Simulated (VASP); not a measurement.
TiS2, 3 atoms in the cell. Symmetry: P-3m1, No. 164, trigonal system. Conventional cell: a = 3.349 Å, b = 3.349 Å, c = 5.640 Å, α = 90.00°, β = 90.00°, γ = 120.00°. Ti (site symmetry -3m) has 6 S at 2.40 Å within 3.2 Å. Within 3.2 Å of S (site symmetry 3m) lie 3 Ti at 2.40 Å. 

- Program: VASP 6.6.1
- Task: single point
- Functional: PBEsol
- Potentials or basis: VASP PAW PBE potentials, release 64 (Ti_sv, S)
- Cutoff: 500 eV
- k mesh: 12 × 12 × 8
- Occupations: gaussian, width 0.1 eV
- Spin: no spin polarisation
- Dipole correction: no
- Further INCAR settings: ALGO = Normal; EDIFF = 1e-06; NBANDS = 19

Potentials or basis: VASP PAW PBE potentials, release 64 (Ti_sv, S).

The run is started by

```bash
$ cat potpaw_PBE.64/Ti_sv/POTCAR potpaw_PBE.64/S/POTCAR > POTCAR
$ mpirun -np 1 vasp_std > vasp.out
```

Hardware: 1 thread of Intel(R) Xeon(R) Platinum 8488C (Sapphire Rapids), with other jobs on the host.

Problem. Estimate the wall time of this run.

Solution. Run time: 68 s on 1 thread of Intel(R) Xeon(R) Platinum 8488C (Sapphire Rapids) (shared host), peak memory 0.25 GiB. Counts: scf iterations 15, k points 131.
